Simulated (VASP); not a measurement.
## RbZr2Si3: single point with PBE

RbZr2Si3:

```
Rb Zr Si
1.0
     4.75841   -1.87617   -0.00156
     4.75841    1.87617   -0.00156
    -3.82816    0.00000    8.77370
Rb Zr Si
1 2 3
Direct
  0.18784 0.18784 0.56534
  0.61936 0.61936 0.94297
  0.41215 0.41215 0.14714
  0.76756 0.76756 0.27968
  0.89294 0.89294 0.91550
  0.12015 0.12015 0.14937
```

The cell was built from a structure type or drawn by symmetry, and may not be a known phase.

* Program: VASP 6.6.1
* Task: single point
* Functional: PBE
* Potentials or basis: VASP PAW PBE potentials, release 64 (Rb_sv, Zr_sv, Si)
* Cutoff: 520 eV
* k mesh: 10 × 10 × 4
* Occupations: gaussian, width 0.1 eV
* Spin: no spin polarisation

| Property | Result |
| --- | --- |
| Pressure | 0.0 GPa |
| Largest force | 0.012 eV/Å |
| Band gap on the k mesh | zero (an odd number of electrons rules out a gap without spin polarisation) |

Forces in eV/Å, atoms in the order of the input:
```
Rb   0.000  0.000  0.002
Zr   0.001  0.000 -0.005
Zr  -0.001  0.000  0.003
Si  -0.011  0.000 -0.002
Si  -0.002  0.000  0.006
Si   0.012  0.000 -0.003
```

Levels at points of the mesh, in eV from the Fermi level:
| k point | band 21 | band 22 | band 23 | band 24 | band 25 | band 26 |
| --- | --- | --- | --- | --- | --- | --- |
| (0.00, 0.00, 0.00) | -1.07 | -0.72 | -0.05 | 1.02 | 1.47 | 1.55 |
| (0.50, 0.00, 0.00) | -1.61 | -1.15 | 0.28 | 0.66 | 1.31 | 1.93 |
| (0.50, 0.50, 0.00) | -0.91 | -0.25 | 0.13 | 0.31 | 0.39 | 1.42 |
| (0.00, 0.00, 0.50) | -1.08 | -0.78 | 0.32 | 0.86 | 1.45 | 1.47 |
| (0.50, 0.00, 0.50) | -1.62 | -1.13 | 0.46 | 0.49 | 1.00 | 1.86 |
| (0.50, 0.50, 0.50) | -0.91 | -0.03 | 0.24 | 0.40 | 0.42 | 1.22 |

Wall time 6 min on 1 thread of Intel(R) Xeon(R) 6975P-C (Granite Rapids) (shared host), peak memory 0.69 GiB.
